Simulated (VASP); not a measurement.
Here is a VASP 6.6.1 calculation.

Contents of INCAR:

```
ALGO     = Normal         # electronic algorithm
EDIFF    = 1E-6           # SCF threshold, eV
ENCUT    = 520            # plane-wave cutoff, eV
GGA      = PS             # functional
ISIF     = 2              # what is computed and relaxed
ISMEAR   = -1             # smearing method
LASPH    = T              # aspherical terms in the spheres
LCHARG   = F              # write CHGCAR
LREAL    = F              # projectors in reciprocal space
LWAVE    = F              # write WAVECAR
NBANDS   = 31             # bands
NELM     = 100            # most SCF steps
PREC     = Accurate       # precision mode
SIGMA    = 0.03           # smearing width, eV
```

File KPOINTS:

```
k-points
0
Gamma
  6 6 6
```

POSCAR

```
Al2SnS4
1.0
   -3.1836271214      3.1836271214      3.8627092918
    3.1836271214     -3.1836271214      3.8627092918
    3.1836271214      3.1836271214     -3.8627092918
Al Sn S
2 1 4
Direct
    0.5000000000      0.5000000000      0.0000000000
    0.2500000000      0.7500000000      0.5000000000
    0.0000000000      0.0000000000      0.0000000000
    0.1447921501      0.1172379396      0.5810142320
    0.5362237076      0.5637779181      0.4189857680
    0.4362220819      0.8552078499      0.9724457895
    0.8827620604      0.4637762924      0.0275542105
```

Potentials or basis: VASP PAW PBE potentials, release 64 (Al, Sn_d, S).

Run with:

```console
$ cat potpaw_PBE.64/Al/POTCAR potpaw_PBE.64/Sn_d/POTCAR potpaw_PBE.64/S/POTCAR > POTCAR
$ mpirun -np 1 vasp_std > vasp.out
```

(1) Estimate the band gap on the k mesh.

(2) Estimate the largest force.

Answers

(1) 1.68 eV (least direct gap 1.81 eV).

(2) 0.009 eV/Å.

Caveat: the PAW data sets were made with another functional, which shifts forces and pressure a little; spin-orbit coupling is left out, which moves the levels of the heavy elements.
